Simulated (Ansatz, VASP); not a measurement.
Si in VASP and in Ansatz

```
CELL_PARAMETERS angstrom
-2.34072 2.34072 1.30530
2.34072 -2.34072 1.30530
2.42411 2.42411 -1.30530
ATOMIC_POSITIONS crystal
Si 0.25000 0.75000 0.50000
Si 0.50000 0.50000 0.00000
```

Change from the starting cell: strain +0.0350 x Voigt [0, 0, 0, 0, 0, 1], atoms carried along.

Alike in both runs: task single point; functional LDA; k mesh 26 × 26 × 26; occupations gaussian, width 0.15 eV; no spin polarisation.

```csv
,VASP,Ansatz
version,VASP 6.6.1,Ansatz 0.2.0
potentials or method,"VASP PAW LDA potentials, release 64 (Si), cutoff 520 eV","scalar-relativistic, plane waves, PAW"
valence electrons in the cell,8,8
```

VASP gave:

```
gap on the k mesh at the Fermi level (eV)                     : none
pressure (GPa)                                                : 0.0
traceless stress, the component that is largest in VASP (GPa) : -2.89
```

Task: What did Ansatz give for the same quantities?

Result: gap on the k mesh at the Fermi level (eV): none; pressure (GPa): -0.1; traceless stress, the component that is largest in VASP (GPa): -2.89.

LDA's correlation is that of Perdew and Zunger in VASP and of Perdew and Wang (1992) in Ansatz. A gap of «none» marks a metal or a gap that the smearing closes.
